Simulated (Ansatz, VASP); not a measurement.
## One calculation of Cd2HgS3, two programs

```
Cd Hg S
1.0
     4.20831    0.00000    0.00000
    -2.10416    3.64451    0.00000
     0.00000    0.00000   10.28986
Cd Hg S
2 1 3
Cartesian
  0.0000 0.0000 0.0167
  2.1042 1.2148 3.4271
  0.0000 2.4297 6.8520
  0.0000 0.0000 7.7383
  0.0000 2.4297 4.2619
  2.1042 1.2148 0.8562
```

Alike in both runs: task relaxation of cell and atoms; functional PBE; k mesh 12 × 12 × 4; no spin polarisation.

```csv
,VASP,Ansatz
version,VASP 6.6.1,Ansatz 0.2.0
potentials or method,"VASP PAW PBE potentials, release 64 (Cd, Hg, S), cutoff 600 eV","scalar-relativistic, plane waves, PAW"
occupations,"gaussian, width 0.01 eV",fixed
valence electrons in the cell,54,78
```

VASP gave:

| Quantity | Value |
| --- | --- |
| gap on the k mesh at the Fermi level, each at its own relaxed structure (eV) | 0.35 |
| relaxed volume (Å³/atom) | 26.44 |
| relaxed cell length with the largest relative difference (Å) | 10.308 |

What did Ansatz give for the same quantities?

gap on the k mesh at the Fermi level, each at its own relaxed structure (eV): 0.36; relaxed volume (Å³/atom): 26.30; relaxed cell length with the largest relative difference (Å): 10.290.

VASP's potentials hold 54 valence electrons a cell and Ansatz's 78, so a difference there can come from the potentials and not from the codes.

Spin-orbit coupling is off throughout.
